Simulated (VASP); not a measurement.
Input of a VASP 6.6.1 run:

File INCAR:

```
  PREC = Accurate
  ENCUT = 910
  EDIFF = 1E-6
  ISMEAR = -1
  SIGMA = 0.2
  LREAL = False
  LASPH = True
  NELM = 120
  ALGO = Normal
  ISIF = 2
  LWAVE = False
  LCHARG = False
  NBANDS = 16
  GGA_COMPAT = False
```

KPOINTS

```
Automatic mesh
0
Gamma
  11 11 10
```

File POSCAR:

```
WC
1.0
    2.8854173153      0.0000000000      0.0000000000
   -1.4427086577      2.4988446956      0.0000000000
    0.0000000000      0.0000000000      2.8103835889
W C
1 1
Direct
    0.0000000000      0.0000000000      0.0000000000
    0.6666666667      0.3333333333      0.5000000000
```

Potentials or basis: VASP PAW LDA potentials, release 64 (W_sv, C_h).

The run is started by

```sh
$ cat potpaw_LDA.64/W_sv/POTCAR potpaw_LDA.64/C_h/POTCAR > POTCAR
$ mpirun -np 1 vasp_std > vasp.out
```

Question: What does it give for the pressure?

Answer: 2.5 GPa.

Question: Estimate the band gap on the k mesh.

Answer: Zero (band 9 reaches 12.29 eV, above the bottom of band 10 at 11.01 eV).

Stress tensor (GPa, compression positive):
```
2.37 0.00 0.00
0.00 2.37 0.00
0.00 0.00 2.88
```

Caveat: the cutoff is under 1.25 times the usual one of these potentials, so pressure, stress and relaxed cells hold a basis-set (Pulay) error; spin-orbit coupling is left out, which moves the levels of the heavy elements.
